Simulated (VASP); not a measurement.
# BN (F-43m) in VASP: vibrations by perturbation theory with PBE

Aim: the vibrations by perturbation theory of BN with PBE.

Program: VASP 6.6.1. These are calculated values, not measurements. Logs are shortened: lines on timing, memory, paths and dates and some standing lists are left out, and cuts for length are marked.

### Step 1. The cell of the first run

It takes space group F-43m (No. 216, cubic). Conventional cell: a = 3.625 Å, b = 3.625 Å, c = 3.625 Å, α = 90.00°, β = 90.00°, γ = 90.00°. B (site symmetry -43m) has 4 N at 1.57 Å within 2.1 Å. N (site symmetry -43m) has 4 B at 1.57 Å within 2.1 Å.

### Step 2. Vibrations by perturbation theory, PBE

File INCAR:

```
ALGO = Normal
EDIFF = 1E-8
ENCUT = 600
GGA = PE
GGA_COMPAT = F
IBRION = 8
ISIF = 2
ISMEAR = 0
LASPH = T
LCHARG = T
LREAL = F
LWAVE = F
NELM = 120
NSW = 1
PREC = Accurate
SIGMA = 0.05
```

File KPOINTS:

```
k-points
0
Gamma
  12 12 12
```

File POSCAR:

```
BN
1.0
    0.0000000000      1.8123485134      1.8123485134
    1.8123485134      0.0000000000      1.8123485134
    1.8123485134      1.8123485134      0.0000000000
B N
1 1
Direct
    0.0000000000      0.0000000000      0.0000000000
    0.7500000000      0.7500000000      0.7500000000
```

Potentials or basis: VASP PAW PBE potentials, release 64 (B, N).

Launch:

```console
$ cat potpaw_PBE.64/B/POTCAR potpaw_PBE.64/N/POTCAR > POTCAR
$ mpirun -np 1 vasp_std > vasp.out
```

OUTCAR:

```text
EDIFF = 1E-8
   ENCUT = 600
   GGA = PE
   IBRION = 8
   ISIF = 2
   ISMEAR = 0
   LASPH = T
   LREAL = F
   NELM = 120
   NSW = 1
   PREC = Accurate

 ion  position               nearest neighbor table
   1  0.000  0.000  0.000-   2 1.57   2 1.57   2 1.57   2 1.57
   2  0.750  0.750  0.750-   1 1.57   1 1.57   1 1.57   1 1.57

  LATTYP: Found a face centered cubic cell.
 ALAT       =     3.6246970268

  Lattice vectors:

 A1 = (   0.0000000000,   1.8123485134,   1.8123485134)
 A2 = (   1.8123485134,   0.0000000000,   1.8123485134)
 A3 = (   1.8123485134,   1.8123485134,   0.0000000000)

Analysis of symmetry for initial positions (statically):
=====================================================================
 Subroutine PRICEL returns:
 Original cell was already a primitive cell.

 Routine SETGRP: Setting up the symmetry group for a
 face centered cubic supercell.

 Subroutine GETGRP returns: Found 24 space group operations
 (whereof 24 operations were pure point group operations)
 out of a pool of 48 trial point group operations.

The static configuration has the point symmetry T_d .

Analysis of symmetry for dynamics (positions and initial velocities):
=====================================================================
 Subroutine PRICEL returns:
 Original cell was already a primitive cell.

 Routine SETGRP: Setting up the symmetry group for a
 face centered cubic supercell.

 Subroutine GETGRP returns: Found 24 space group operations
 (whereof 24 operations were pure point group operations)
 out of a pool of 48 trial point group operations.

The dynamic configuration has the point symmetry T_d .

 Subroutine INISYM returns: Found 24 space group operations
 (whereof 24 operations are pure point group operations),
 and found     1 'primitive' translations

----------------------------------------------------------------------------------------

[... 423 lines left out ...]
  external PRESSURE =      -0.4469593 kB  Pullay stress =       0.0000000 kB

 VOLUME and BASIS-vectors are now :
 -----------------------------------------------------------------------------
  energy-cutoff  :      600.00
  volume of cell :       11.91
      direct lattice vectors                 reciprocal lattice vectors
     0.000000000  1.812348513  1.812348513    -0.275885127  0.275885127  0.275885127
     1.812348513  0.000000000  1.812348513     0.275885127 -0.275885127  0.275885127
     1.812348513  1.812348513  0.000000000     0.275885127  0.275885127 -0.275885127

 POSITION                                       TOTAL-FORCE (eV/Angst)
 -----------------------------------------------------------------------------------
      0.00000      0.00000      0.00000        -0.000000     -0.000000     -0.000000
      2.71852      2.71852      2.71852         0.000000      0.000000      0.000000
 -----------------------------------------------------------------------------------
    total drift:                               -0.000000     -0.000000     -0.000000

  FREE ENERGIE OF THE ION-ELECTRON SYSTEM (eV)
  ---------------------------------------------------
  free  energy   TOTEN  =       -17.4546294919 eV

  energy  without entropy=      -17.4546294919  energy(sigma->0) =      -17.45462949

[... ionic steps 2 to 3 ...]

--------------------------------------- Ionic step        4  -------------------------------------------

------------------------ aborting loop because EDIFF is reached ----------------------------------------

[... ionic steps 5 to 6 ...]

--------------------------------------- Ionic step        7  -------------------------------------------

 Free energy of the ion-electron system (eV)
  ---------------------------------------------------
  ---------------------------------------------------
  free energy    TOTEN  =        -0.23046581 eV

  energy without entropy =       -0.23046581

------------------------ aborting loop because EDIFF is reached ----------------------------------------

 INTERNAL STRAIN TENSOR  FOR ION    2  DIRECTION 1   (eV/Angst):
 -----------------------------------------------------------------------------
     0.00846  0.00000  0.00000
     0.00000 -0.00313  1.42022
     0.00000  1.42022 -0.00313

 INTERNAL STRAIN TENSOR FOR ION    2 for displacements in x,y,z  (eV/Angst):
          X           Y           Z          XY          YZ          ZX
  --------------------------------------------------------------------------------
  x    -0.00000     0.00000     0.00000     0.00000     1.42022     0.00000
  y     0.00000     0.00000     0.00000     0.00000     0.00000     1.42022
  z     0.00000     0.00000    -0.00000     1.42022     0.00000     0.00000

 SECOND DERIVATIVES (NOT SYMMETRIZED)
 ------------------------------------
               1X          1Y          1Z          2X          2Y          2Z
  1X   -23.782786    0.000000    0.000000   23.782786    0.000000    0.000000
  1Y     0.000000  -23.782786    0.000000    0.000000   23.782786    0.000000
  1Z     0.000000    0.000000  -23.782786    0.000000    0.000000   23.782786
  2X    23.780616    0.000000    0.000000  -23.780616    0.000000    0.000000
  2Y     0.000000   23.780616    0.000000    0.000000  -23.780616    0.000000
  2Z     0.000000    0.000000   23.780616    0.000000    0.000000  -23.780616

 Eigenvectors and eigenvalues of the dynamical matrix
 ----------------------------------------------------

   1 f  =   30.866819 THz   193.941946 2PiTHz 1029.606267 cm-1   127.654850 meV
             X         Y         Z           dx          dy          dz
      0.000000  0.000000  0.000000     0.000000    0.751203    0.000000
      2.718523  2.718523  2.718523     0.000000   -0.660071    0.000000
[... 21 lines left out ...]
   6 f/i=    0.000698 THz     0.004387 2PiTHz    0.023287 cm-1     0.002887 meV
             X         Y         Z           dx          dy          dz
      0.000000  0.000000  0.000000     0.000000    0.000000   -0.660071
      2.718523  2.718523  2.718523     0.000000    0.000000   -0.751203

--------------------------------------------------------------------------------------------------------

 ELASTIC MODULI CONTR FROM IONIC RELAXATION (kBar)
 Direction    XX          YY          ZZ          XY          YZ          ZX
 --------------------------------------------------------------------------------
 XX          -0.0000      0.0000      0.0000     -0.0000      0.0000      0.0000
 YY           0.0000     -0.0000     -0.0000      0.0000     -0.0000     -0.0000
 ZZ           0.0000     -0.0000     -0.0000      0.0000     -0.0000     -0.0000
 XY          -0.0000      0.0000      0.0000    -10.1386      0.0000      0.0000
 YZ           0.0000     -0.0000     -0.0000      0.0000    -10.1386      0.0000
 ZX           0.0000     -0.0000     -0.0000      0.0000      0.0000    -10.1386
 --------------------------------------------------------------------------------
```

OSZICAR:

```text
N       E                     dE             d eps       ncg     rms          rms(c)
DAV:   1     0.148774926666E+02    0.14877E+02   -0.56039E+03  1160   0.110E+03
DAV:   2    -0.181295337375E+02   -0.33007E+02   -0.32030E+02  1584   0.204E+02
DAV:   3    -0.184076049204E+02   -0.27807E+00   -0.27807E+00  1320   0.222E+01
DAV:   4    -0.184079835153E+02   -0.37859E-03   -0.37859E-03  1624   0.705E-01
[... 37 lines left out ...]
RMM:   7    -0.230465272299E+00    0.61991E-05   -0.59945E-08  7422   0.983E-04    0.753E-05
RMM:   8    -0.230465897644E+00   -0.62535E-06   -0.11527E-08  6801   0.116E-04    0.339E-05
RMM:   9    -0.230465822016E+00    0.75628E-07    0.17862E-10  7615   0.638E-05    0.273E-06
RMM:  10    -0.230465812667E+00    0.93482E-08    0.67468E-10  6926   0.507E-06    0.875E-07
 Linear response finished
```

It took 60 s on 1 thread of Intel Xeon Platinum 8259CL at 2.50GHz (Skylake/Cascade Lake), shared host; peak memory 0.19 GiB.

Results:

| Quantity | Value |
| --- | --- |
| Highest phonon frequency at Γ, LO-TO splitting left out | 1030 cm⁻¹ |

Phonon frequencies in cm⁻¹ (negative: imaginary):
```tsv
q point	frequencies
(0.000, 0.000, 0.000)	0 0 0 1030 1030 1030
```
